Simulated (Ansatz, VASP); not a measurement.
One calculation of P, two programs

```
CELL_PARAMETERS angstrom
2.44722 0.00000 0.00000
0.00000 2.44722 0.00000
0.00000 0.00000 4.87998
ATOMIC_POSITIONS crystal
P 0.00000 0.00000 0.74999
P 0.00000 0.00000 0.25001
```

Change from the starting cell: the structure that the rattled cell fell into.

Alike in both runs: functional PBE; k mesh 22 × 22 × 12; occupations gaussian, width 0.1 eV; no spin polarisation.

Ansatz relaxed the structure, and its values are those at the end. VASP's run is a single point on that final structure, the one shown.

|  | VASP | Ansatz |
| --- | --- | --- |
| version | VASP 6.6.1 | Ansatz 0.2.0 |
| potentials or method | VASP PAW PBE potentials, release 64 (P), cutoff 500 eV | scalar-relativistic, plane waves, PAW |
| valence electrons in the cell | 10 | 10 |

|  | VASP | Ansatz | Ansatz less VASP |
| --- | --- | --- | --- |
| gap on the k mesh at the Fermi level (eV) | none | none | - |
| pressure (GPa) | -0.3 | 0.0 | +0.27 |

A gap of «none» marks a metal or a gap that the smearing closes. The functional is the same, so the differences come from potentials, cutoffs and numerics.
